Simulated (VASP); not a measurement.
**Mg: single point with r2SCAN**

The system is Mg.

```
Mg
1.0
     3.05030    0.00000    0.00000
    -1.52515    2.64164    0.00000
     0.00000    0.00000    3.04484
Mg
1
Direct
  0.00000 0.00000 0.00000
```

| Item | Value |
| --- | --- |
| Program | VASP 6.6.1 |
| Task | single point |
| Functional | r2SCAN |
| Potentials or basis | VASP PAW PBE potentials, release 64 (Mg) |
| Cutoff | 520 eV |
| k mesh | 6 × 6 × 6 |
| Occupations | gaussian, width 0.1 eV |
| Spin | no spin polarisation |

| Property | Result |
| --- | --- |
| Pressure | 0.2 GPa |
| Band gap on the k mesh | zero (band 1 reaches 5.54 eV, above the bottom of band 2 at -0.39 eV) |

Levels at points of the mesh, in eV from the Fermi level:
```csv
k point,band 1,band 2,band 3,band 4,band 5,band 6
"(0.00, 0.00, 0.00)",-7.08,8.58,9.50,13.47,13.47,14.83
"(0.50, 0.00, 0.00)",-1.77,-1.07,8.90,9.32,13.88,14.95
"(0.00, 0.00, 0.50)",-2.98,-2.63,15.79,15.79,17.47,17.47
"(0.50, 0.00, 0.50)",1.62,2.62,3.11,3.53,12.78,13.24
```

Wall time 24 s on 1 thread of Intel(R) Xeon(R) Platinum 8259CL CPU @ 2.50GHz (Skylake/Cascade Lake), on a shared host, peak memory 0.14 GiB.

Caveat: the k points lie up to 0.40 Å⁻¹ apart; the PAW data sets were made with another functional, which shifts forces and pressure a little.
